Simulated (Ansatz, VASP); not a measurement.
P in VASP and in Ansatz

File INCAR:

```
SYSTEM = P
PREC     = Accurate       ! precision mode
ENCUT    = 520            ! plane-wave cutoff, eV
EDIFF    = 1E-6           ! SCF threshold, eV
ISMEAR   = -1             ! smearing method
SIGMA    = 0.1            ! smearing width, eV
LREAL    = .FALSE.        ! projectors in reciprocal space
LASPH    = .TRUE.         ! aspherical terms in the spheres
NELM     = 60             ! most SCF steps
ALGO     = Normal         ! electronic algorithm
ISIF     = 2              ! what is computed and relaxed
LWAVE    = .FALSE.        ! write WAVECAR
LCHARG   = .TRUE.         ! write CHGCAR
GGA      = PE             ! functional
LELF     = .TRUE.         ! ELF
LVHAR    = .TRUE.       
NBANDS   = 12             ! bands
```

Contents of KPOINTS:

```
regular mesh
0
G
  12 12 12
  0 0 0
```

POSCAR

```
P
1.0
    0.0000000000      2.1780050753      2.1780050753
    2.1780050753      0.0000000000      2.1780050753
    2.1780050753      2.1780050753      0.0000000000
P
2
Direct
   -0.1250000000     -0.1250000000     -0.1250000000
    0.1250000000      0.1250000000      0.1250000000
```

Input for Ansatz:

```yaml
crystal:
  lattice:
    - [0.0, 2.1780050753, 2.1780050753]
    - [2.1780050753, 0.0, 2.1780050753]
    - [2.1780050753, 2.1780050753, 0.0]
  atoms:
    - { symbol: P, position: [-0.125, -0.125, -0.125] }
    - { symbol: P, position: [0.125, 0.125, 0.125] }
kpoints:
  mp_grid: { grid: [12, 12, 12] }
scf:
  occupations: { method: fermi_dirac, width: 0.1 }
hamiltonian:
  xc: pbe
  pseudopotentials: { kind: all_electron, lapw: { basis_error: 0.001 } }
output:
  forces: true
  stress: true
  eigenvalues: true
  populations: true
```

Change from the starting cell: volume scaled by 0.5, LAPW.

Alike in both runs: task single point; functional PBE; k mesh 12 × 12 × 12; occupations fermi-dirac, width 0.1 eV; no spin polarisation.

```csv
,VASP,Ansatz
version,VASP 6.6.1,Ansatz 0.2.0
potentials or method,"VASP PAW PBE potentials, release 64 (P), cutoff 520 eV","all-electron LAPW, scalar-relativistic"
```

VASP gave:

- pressure (GPa): 151.8

Task: Estimate Ansatz's values.

Result: Pressure (GPa): 153.8.

Both programs put the cell under a high pressure, so it lies far from rest at this level. Ansatz ran all-electron here, and VASP with PAW potentials.

Noted on VASP's run: the cell as given lies far from equilibrium.
